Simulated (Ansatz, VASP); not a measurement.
## GaP2: VASP beside Ansatz

INCAR

```
  ALGO = Normal
  EDIFF = 1E-7
  ENCUT = 520
  GGA = PE
  ISIF = 2
  ISMEAR = 0
  LASPH = True
  LCHARG = False
  LREAL = False
  LWAVE = False
  NBANDS = 32
  NELM = 80
  PREC = Accurate
  SIGMA = 0.1
```

The input KPOINTS:

```
k-points
0
Gamma
  4 4 8
```

Contents of POSCAR:

```
GaP2
1.0
    6.1561607100      0.0000000000      0.0000000000
    0.0000000000      6.1561607100      0.0000000000
    0.0000000000      0.0000000000      2.2573686800
Ga P
2 4
Direct
    0.0000000000      0.0000000000      0.0000000000
    0.5000000000      0.5000000000      0.0000000000
    0.1767953900      0.3232046100      0.0000000000
    0.3232046100      0.8232046100      0.0000000000
    0.8232046100      0.6767953900      0.0000000000
    0.6767953900      0.1767953900      0.0000000000
```

Input for Ansatz:

```yaml
crystal:
  lattice:
    - [6.15616071, 0.0, 0.0]
    - [0.0, 6.15616071, 0.0]
    - [0.0, 0.0, 2.25736868]
  atoms:
    - { symbol: Ga, position: [0.0, 0.0, 0.0] }
    - { symbol: Ga, position: [0.5, 0.5, 0.0] }
    - { symbol: P, position: [0.17679539, 0.32320461, 0.0] }
    - { symbol: P, position: [0.32320461, 0.82320461, 0.0] }
    - { symbol: P, position: [0.82320461, 0.67679539, 0.0] }
    - { symbol: P, position: [0.67679539, 0.17679539, 0.0] }
basis:
  ecutwfc: 420
kpoints:
  mp_grid: { grid: [4, 4, 8] }
hamiltonian:
  xc: pbe
scf:
  occupations: { method: gaussian, width: 0.1 }
  lower_state_search: "off"
output:
  forces: true
  stress: true
  eigenvalues: true
```

Alike in both runs: task single point; functional PBE; k mesh 4 × 4 × 8; occupations gaussian, width 0.1 eV; no spin polarisation.

|  | VASP | Ansatz |
| --- | --- | --- |
| version | VASP 6.6.1 | Ansatz 0.2.0 |
| potentials or method | VASP PAW PBE potentials, release 64 (Ga_d, P), cutoff 520 eV | scalar-relativistic, plane waves, PAW |
| valence electrons in the cell | 46 | 46 |

Ansatz gave:

* gap on the k mesh at the Fermi level (eV): none
* rms of the force components (eV/Å): 0.692

**Question.** Which values does VASP return?

**Answer.** gap on the k mesh at the Fermi level (eV): none; rms of the force components (eV/Å): 0.691.

Atom by atom the forces differ by 0.001 eV/Å (rms over components). A gap of «none» marks a metal or a gap that the smearing closes. With one functional, cell and mesh, what is left measures potentials, basis and numerics.
